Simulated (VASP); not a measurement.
# Eu (Im-3m) in VASP: further runs, part 2 of 2

VASP 6.6.1. The steps go on from the part before.

### Step 3. Single point, LDA, collinear spin, ferromagnetic start

INCAR

```
SYSTEM = Eu
  PREC = Accurate
  ENCUT = 520
  EDIFF = 1E-6
  ISMEAR = -1
  SIGMA = 0.01
  LREAL = .False.
  LASPH = .True.
  NELM = 150
  ALGO = Normal
  ISIF = 2
  LWAVE = .False.
  LCHARG = .False.
  ISPIN = 2
  MAGMOM = 6.925
  LORBIT = 11
  LMAXMIX = 6
  GGA = CA
  NBANDS = 18
```

KPOINTS

```
Automatic mesh
0
Gamma
  11 11 11
  0 0 0
```

POSCAR

```
Eu
1.0
   -2.0544259245      2.0544259245      2.0544259245
    2.0544259245     -2.0544259245      2.0544259245
    2.0544259245      2.0544259245     -2.0544259245
Eu
1
Direct
    0.0000000000      0.0000000000      0.0000000000
```

Potentials or basis: VASP PAW PBE potentials, release 64 (Eu).

On the command line:

```bash
$ cat potpaw_PBE.64/Eu/POTCAR > POTCAR
$ mpirun -np 1 vasp_std > vasp.out
```

OUTCAR:

```text
SYSTEM = Eu
   PREC = Accurate
   ENCUT = 520
   EDIFF = 1E-6
   ISMEAR = -1
   LREAL = .False.
   LASPH = .True.
   NELM = 150
   ISIF = 2
   ISPIN = 2
   LORBIT = 11
   GGA = CA

 ion  position               nearest neighbor table
   1  0.000  0.000  0.000-

  LATTYP: Found a body centered cubic cell.
 ALAT       =     4.1088518490

  Lattice vectors:

 A1 = (  -2.0544259245,   2.0544259245,   2.0544259245)
 A2 = (   2.0544259245,  -2.0544259245,   2.0544259245)
 A3 = (   2.0544259245,   2.0544259245,  -2.0544259245)

Analysis of symmetry for initial positions (statically):
=====================================================================
 Subroutine PRICEL returns:
 Original cell was already a primitive cell.

 Routine SETGRP: Setting up the symmetry group for a
 body centered cubic supercell.

 Subroutine GETGRP returns: Found 48 space group operations
 (whereof 48 operations were pure point group operations)
 out of a pool of 48 trial point group operations.

The static configuration has the point symmetry O_h .

Analysis of symmetry for dynamics (positions and initial velocities):
=====================================================================
 Subroutine PRICEL returns:
 Original cell was already a primitive cell.
[... 183 lines left out ...]
      6       1.9789      1.00000
[... 493 lines left out ...]
     17       9.5837      0.00000
     18      10.7798      0.00000

 [... further k-points ...]

 spin component 2

 k-point     1 :       0.0000    0.0000    0.0000
  band No.  band energies     occupation
      1     -35.8821      1.00000
      2     -14.9914      1.00000
      3     -14.9914      1.00000
      4     -14.9914      1.00000
      5      -1.2636      1.00000
      6       5.4333      0.00000
[... 493 lines left out ...]
     17      10.7907      0.00000
     18      12.0633      0.00000

 [... further k-points ...]
[... 5 lines left out ...]
  --------------------------------------------------------------------------------------
  -------------------------------------------------------------------------------------
  Total       -0.0854659     -0.0854659     -0.0854659      0.0000000      0.0000000      0.0000000
  in kB       -3.9479538     -3.9479538     -3.9479538      0.0000000      0.0000000      0.0000000
  external PRESSURE =      -3.9479538 kB  Pullay stress =       0.0000000 kB

 VOLUME and BASIS-vectors are now :
 -----------------------------------------------------------------------------
  energy-cutoff  :      520.00
  volume of cell :       34.68
      direct lattice vectors                 reciprocal lattice vectors
    -2.054425924  2.054425924  2.054425924     0.000000000  0.243376991  0.243376991
     2.054425924 -2.054425924  2.054425924     0.243376991  0.000000000  0.243376991
     2.054425924  2.054425924 -2.054425924     0.243376991  0.243376991  0.000000000

 POSITION                                       TOTAL-FORCE (eV/Angst)
 -----------------------------------------------------------------------------------
      0.00000      0.00000      0.00000        -0.000000      0.000000      0.000000
 -----------------------------------------------------------------------------------
    total drift:                                0.000000     -0.000000     -0.000000

  FREE ENERGIE OF THE ION-ELECTRON SYSTEM (eV)
  ---------------------------------------------------
  free  energy   TOTEN  =       -11.4056756886 eV

  energy  without entropy=      -11.4049528520  energy(sigma->0) =      -11.40531427

 total charge

# of ion       s       p       d       f       tot
--------------------------------------------------
    1        2.094   5.640   0.400   6.583  14.717

 magnetization (x)

# of ion       s       p       d       f       tot
--------------------------------------------------
    1        0.001  -0.070   0.119   6.576   6.626
```

OSZICAR:

```text
N       E                     dE             d eps       ncg     rms          rms(c)
DAV:   1     0.978332574844E+02    0.97833E+02   -0.63366E+03  4970   0.417E+03
DAV:   2     0.558019183841E+01   -0.92253E+02   -0.81732E+02  5044   0.283E+02
DAV:   3    -0.766118866895E+01   -0.13241E+02   -0.12916E+02  5998   0.984E+01
DAV:   4    -0.918801899670E+01   -0.15268E+01   -0.15126E+01  7852   0.246E+01
DAV:   5    -0.926114905952E+01   -0.73130E-01   -0.73005E-01  6838   0.635E+00    0.294E+01
DAV:   6    -0.121354995582E+02   -0.28744E+01   -0.22898E+00  5568   0.281E+01    0.175E+01
DAV:   7    -0.115415619172E+02    0.59394E+00   -0.22207E+00  5384   0.305E+01    0.143E+01
DAV:   8    -0.114160744720E+02    0.12549E+00   -0.66326E-01  5076   0.174E+01    0.595E+00
DAV:   9    -0.114420337771E+02   -0.25959E-01   -0.18433E-01  6522   0.872E+00    0.515E+00
DAV:  10    -0.114201016854E+02    0.21932E-01   -0.16369E-02  7342   0.142E+00    0.276E+00
DAV:  11    -0.114100049001E+02    0.10097E-01   -0.10163E-02  5406   0.203E+00    0.139E+00
DAV:  12    -0.114056854962E+02    0.43194E-02   -0.97781E-03  6106   0.200E+00    0.406E-01
DAV:  13    -0.114057152878E+02   -0.29792E-04   -0.15658E-03  7044   0.658E-01    0.290E-01
DAV:  14    -0.114056577186E+02    0.57569E-04   -0.54281E-04  7388   0.396E-01    0.122E-01
DAV:  15    -0.114056684251E+02   -0.10707E-04   -0.28278E-05  7356   0.722E-02    0.985E-02
DAV:  16    -0.114056711411E+02   -0.27160E-05   -0.64214E-05  5872   0.163E-01    0.761E-02
DAV:  17    -0.114056753839E+02   -0.42428E-05   -0.24352E-05  6334   0.101E-01    0.249E-02
DAV:  18    -0.114056756886E+02   -0.30473E-06   -0.32512E-06  3932   0.349E-02
   1 F= -.11405676E+02 E0= -.11405314E+02  d E =-.722837E-03  mag=     7.0896
```

stdout:

```text
POSCAR found type information on POSCAR Eu
 POSCAR found :  1 types and       1 ions
 scaLAPACK will be used
 -----------------------------------------------------------------------------
|                                                                             |
|                                                                             |
|     You enforced a specific xc type in the INCAR file but a different       |
|     I HOPE YOU KNOW WHAT YOU ARE DOING!                                     |
|                                                                             |
 -----------------------------------------------------------------------------

 LDA part: xc-table for (Slater(with rela. corr.)+CA(PZ))
 , standard interpolation
 POSCAR, INCAR and KPOINTS ok, starting setup
 FFT: planning ... GRIDC
 FFT: planning ... GRID_SOFT
 FFT: planning ... GRID
 WAVECAR not read
 entering main loop
```

Run time: 47 s. Hardware: 1 thread of Intel Xeon 6975P-C (Granite Rapids), shared host; peak memory 0.2 GiB.

What came out:

| Item | Value |
| --- | --- |
| Free energy | -11.4057 eV |
| Pressure | -0.4 GPa |
| Net moment | 7.09 μB per cell |
| Site moments | Eu +6.63 μB |
| Valence electrons inside the program's atomic spheres | Eu 14.72 |

Caveat: the PAW data sets were made with another functional, which shifts forces and pressure a little. The state reached can hang on the start; a lower one may exist.
